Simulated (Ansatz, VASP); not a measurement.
**AlRu in VASP and in Ansatz**

The input INCAR:

```
  ALGO = Fast
  EDIFF = 1E-6
  ENCUT = 520
  GGA = PE
  ISIF = 2
  ISMEAR = 0
  LASPH = T
  LCHARG = T
  LELF = T
  LREAL = F
  LVHAR = T
  LWAVE = F
  NBANDS = 16
  NELM = 80
  PREC = Accurate
  SIGMA = 0.1
```

The input KPOINTS:

```
k-points
0
Gamma
  12 12 12
```

The input POSCAR:

```
AlRu
1.0
    2.9777189760      0.0000000000      0.0000000000
    0.0000000000      2.9777189760      0.0000000000
    0.0000000000      0.0000000000      2.9328449760
Al Ru
1 1
Direct
    0.0000000000      0.0000000000      0.0000000000
    0.5000000000      0.5000000000      0.5000000000
```

Input for Ansatz:

```yaml
crystal:
  lattice:
    - [2.977718976, 0.0, 0.0]
    - [0.0, 2.977718976, 0.0]
    - [0.0, 0.0, 2.932844976]
  atoms:
    - { symbol: Al, position: [0.0, 0.0, 0.0] }
    - { symbol: Ru, position: [0.5, 0.5, 0.5] }
basis:
  ecutwfc: 420
kpoints:
  mp_grid: { grid: [12, 12, 12] }
hamiltonian:
  xc: pbe
scf:
  occupations: { method: gaussian, width: 0.1 }
output:
  forces: true
  stress: true
  eigenvalues: true
```

Alike in both runs: task single point; functional PBE; k mesh 12 × 12 × 12; occupations gaussian, width 0.1 eV; no spin polarisation.

|  | VASP | Ansatz |
| --- | --- | --- |
| version | VASP 6.6.1 | Ansatz 0.2.0 |
| potentials or method | VASP PAW PBE potentials, release 64 (Al, Ru_pv), cutoff 520 eV | scalar-relativistic, plane waves, PAW |
| valence electrons in the cell | 17 | 19 |

```csv
,VASP,Ansatz,Ansatz less VASP
gap on the k mesh at the Fermi level (eV),none,none,-
pressure (GPa),9.2,9.1,-0.01
"traceless stress, the component that is largest in VASP (GPa)",2.02,2.01,-0.009
```

A gap of «none» marks a metal or a gap that the smearing closes. With one functional, cell and mesh, what is left measures potentials, basis and numerics. VASP's potentials hold 17 valence electrons a cell and Ansatz's 19, so a difference there can come from the potentials and not from the codes.
